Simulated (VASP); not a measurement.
HPbNO4: single point with PBE

The system is HPbNO4.

```xyz
7
Lattice="4.2753 -0.0004 0.0064 -2.0840 5.2077 -0.0491 -2.1238 -1.8657 4.9149" Properties=species:S:1:pos:R:3 pbc="T T T"
H     2.2338   -1.5247    4.4769
Pb    0.1373    4.0030    0.6652
N    -2.0197    1.5311    2.4473
O     2.2736    4.7756    0.1022
O    -1.9905    2.6889    2.9560
O     2.2225    1.4102    1.1945
O    -2.0163    0.5081    3.1892
```

```yaml
Program: VASP 6.6.1
Task: single point
Functional: PBE
Potentials_or_basis: VASP PAW PBE potentials, release 64 (H, Pb_d, N, O)
Cutoff: 520 eV
k_mesh: 7 × 5 × 5
Occupations: fermi-dirac, width 0.05 eV
Spin: no spin polarisation
```

| Property | Result |
| --- | --- |
| Pressure | 0.6 GPa |
| Largest force | 0.387 eV/Å |
| Band gap on the k mesh | 2.88 eV (least direct gap 3.10 eV) |

Forces on the atoms (eV/Å):
```
H    0.000  0.098 -0.073
Pb   0.000 -0.018  0.014
N   -0.002 -0.003 -0.009
O    0.000 -0.079  0.058
O    0.009  0.350  0.156
O   -0.010 -0.037 -0.375
O    0.002 -0.311  0.229
```

Stress tensor (GPa, compression positive):
```
-0.16  0.02  0.03
 0.02  0.99 -0.11
 0.03 -0.11  0.97
```

Levels at points of the mesh, in eV from the valence-band top:
```
           k point  band 20  band 21  band 22  band 23  band 24  band 25
(0.00, 0.00, 0.00)    -2.00    -0.92    -0.36     3.36     4.53     5.26
```

Run time: 110 s on 1 thread of Intel(R) Xeon(R) 6975P-C (Granite Rapids), with other jobs on the host, peak memory 0.42 GiB.

Caveat: spin-orbit coupling is left out, which moves the levels of the heavy elements. A k mesh can miss the band edges.
